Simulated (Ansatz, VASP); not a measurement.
One calculation of LiCl, two programs

```
Li Cl
1.0
     0.00000    2.64170    2.48782
     2.64170    0.00000    2.48782
     2.64170    2.64170    0.00000
Li Cl
1 1
Direct
  0.00000 0.00000 0.00000
  0.50000 0.50000 0.50000
```

Change from the starting cell: strain +0.030 along x and y, -0.030 along z, atoms carried along.

Alike in both runs: task single point; functional r2SCAN; k mesh 8 × 8 × 8; occupations gaussian, width 0.05 eV; no spin polarisation.

```csv
,VASP,Ansatz
version,VASP 6.6.1,Ansatz 0.2.0
potentials or method,"VASP PAW PBE potentials, release 64 (Li_sv, Cl), cutoff 520 eV","scalar-relativistic, plane waves, PAW"
valence electrons in the cell,10,10
```

```tsv
	VASP	Ansatz	Ansatz less VASP
gap on the k mesh at the Fermi level (eV)	7.06	7.00	-0.062
least direct gap on the mesh (eV)	7.06	7.00	-0.062
```

VASP's potentials were made for PBE, not for r2SCAN.

Noted on VASP's run: the cutoff is under 1.25 times that of the potentials, so the pressure is a little rough.
